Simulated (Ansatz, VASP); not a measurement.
# LiF in VASP and in Ansatz

```
Li F
1.0
     2.01400    2.01400    0.00000
    -2.01400    2.01400    0.00000
     0.00000    2.01400    2.01400
Li F
1 1
Direct
  0.00000 0.00000 0.00000
  0.50000 0.50000 0.00000
```

Alike in both runs: task relaxation of cell and atoms; functional LDA; k mesh 14 × 14 × 14; occupations fermi-dirac, width 0.1 eV; no spin polarisation.

|  | VASP | Ansatz |
| --- | --- | --- |
| version | VASP 6.6.1 | Ansatz 0.2.0 |
| potentials or method | VASP PAW LDA potentials, release 64 (Li_sv, F) | PAW with Ansatz's default frozen-core files, scalar-relativistic |
| plane-wave cutoff (eV) | 600 | 420 |
| valence electrons in the cell | 10 | 10 |

VASP gave:

```
relaxed volume (Å³/atom)                                        : 7.39
relaxed length of the cell vector where the two differ most in proportion (Å) : 2.755
```

Q: Which values does Ansatz return?

A: Relaxed volume (Å³/atom): 7.47; relaxed length of the cell vector where the two differ most in proportion (Å): 2.764.

LDA's correlation is that of Perdew and Zunger in VASP and of Perdew and Wang (1992) in Ansatz.

Noted on VASP's run: the cutoff is under 1.25 times that of the potentials, so the pressure is a little rough.
